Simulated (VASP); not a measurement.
Input of a VASP 6.6.1 run:

File INCAR:

```
PREC     = Accurate       # precision mode
ENCUT    = 600            # plane-wave cutoff, eV
EDIFF    = 1E-7           # SCF threshold, eV
ISMEAR   = 0              # smearing method
SIGMA    = 0.1            # smearing width, eV
LREAL    = False          # projectors in reciprocal space
LASPH    = True           # aspherical terms in the spheres
NELM     = 60             # most SCF steps
ALGO     = Normal         # electronic algorithm
ISIF     = 3              # what is computed and relaxed
LWAVE    = False          # write WAVECAR
LCHARG   = False          # write CHGCAR
GGA      = PE             # functional
IBRION   = 2              # ionic algorithm
NSW      = 100            # ionic steps
EDIFFG   = -0.01          # ionic threshold
```

Contents of KPOINTS:

```
regular mesh
0
Gamma
  12 12 12
```

POSCAR

```
As2Se
1.0
    0.0000000000      3.2761404900      3.2761404900
    3.2761404900      0.0000000000      3.2761404900
    3.2761404900      3.2761404900      0.0000000000
As Se
2 1
Direct
    0.2500000000      0.2500000000      0.2500000000
    0.5000000000      0.5000000000      0.5000000000
    0.0000000000      0.0000000000      0.0000000000
```

Potentials or basis: VASP PAW PBE potentials, release 64 (As, Se).

The run is started by

```console
$ cat potpaw_PBE.64/As/POTCAR potpaw_PBE.64/Se/POTCAR > POTCAR
$ mpirun -np 1 vasp_std > vasp.out
```

Problem. What does it give for the band gap on the k mesh?

Solution. Zero (bands 8 and 9 overlap by 3.54 eV).

Problem. Predict the space group after relaxing (to 0.1 Å).

Solution. F-43m (No. 216).

Problem. Estimate the relaxed cell.

Solution. a = 4.611 Å, b = 4.611 Å, c = 4.611 Å, α = 60.00°, β = 60.00°, γ = 60.00°.

Problem. Estimate the relaxed volume.

Solution. 23.11 Å³/atom.

The path:
```csv
step,energy change (eV),largest force (eV/Å),pressure (GPa),volume (Å³)
1,0.0000,0.0000,-0.84,70.33
2,-0.0024,0.0000,0.23,69.09
3,-0.0026,0.0000,0.00,69.34
```
